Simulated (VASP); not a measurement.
Wanted: the native input for a VASP 6.6.1 run.

```yaml
Task: single point
Functional: PBE
Potentials_or_basis: VASP PAW PBE potentials, release 64 (Al, N)
Cutoff: 520 eV
k_mesh: 5 × 3 × 1
Occupations: gaussian, width 0.1 eV
Spin: no spin polarisation
Dipole_correction: yes
Further_INCAR_settings: LREAL = Auto; ALGO = Normal; EDIFF = 1e-07; NBANDS = 48
```

The structure of Al9N lies in POSCAR:

```
Al9N
1.0
    5.7070863110      0.0000000000      0.0000000000
   -1.4267715777      9.7014842372      0.0000000000
    0.0000000000      0.0000000000     22.7903703877
Al N
18 2
Direct
    0.2662216041      0.0648864163      0.1755127245
    0.7662216041      0.0648864163      0.1755127245
    0.3354806058      0.3419224231      0.2192029851
    0.8354806058      0.3419224231      0.2192029851
    0.1493324061      0.5973296244      0.2279410371
    0.6493324061      0.5973296244      0.2279410371
    0.4631842064      0.8527368258      0.2366790893
    0.9631842064      0.8527368258      0.2366790893
    0.0319772075      0.1277109158      0.2808262501
    0.5319772075      0.1277109158      0.2808262501
    0.0997917578      0.4042231245      0.3301071117
    0.5997917578      0.4042231245      0.3301071117
    0.4144000538      0.6596656467      0.3369822073
    0.9144000538      0.6596656467      0.3369822073
    0.2263076930      0.9110819227      0.3449259125
    0.7263076930      0.9110819227      0.3449259125
    0.2962427187      0.1814071959      0.3857054641
    0.7962427187      0.1814071959      0.3857054641
    0.3146665420      0.9110819227      0.4769720809
    0.6379488439      0.9110819227      0.4769720809
```

One way to write it, as run:

INCAR

```
ALGO     = Normal         # electronic algorithm
DIPOL    = 0.5 0.5 0.301
EDIFF    = 1E-7           # SCF threshold, eV
ENCUT    = 520            # plane-wave cutoff, eV
GGA      = PE             # functional
IDIPOL   = 3            
ISIF     = 2              # what is computed and relaxed
ISMEAR   = 0              # smearing method
LASPH    = T              # aspherical terms in the spheres
LCHARG   = F              # write CHGCAR
LDIPOL   = T            
LREAL    = Auto         
LWAVE    = F              # write WAVECAR
NBANDS   = 48             # bands
NELM     = 80             # most SCF steps
PREC     = Accurate       # precision mode
SIGMA    = 0.1            # smearing width, eV
```

KPOINTS

```
k-points
0
Gamma
  5 3 1
```

Potentials or basis: VASP PAW PBE potentials, release 64 (Al, N).

Launch:

```sh
$ cat potpaw_PBE.64/Al/POTCAR potpaw_PBE.64/N/POTCAR > POTCAR
$ mpirun -np 1 vasp_std > vasp.out
```

Results of the run:

```
Largest force          : 8.364 eV/Å
Band gap on the k mesh : zero (bands 32 and 33 overlap by 0.69 eV)
```

It took 15 min on 1 thread of Intel(R) Xeon(R) 6975P-C (Granite Rapids), with other jobs on the host, peak memory 1.1 GiB.
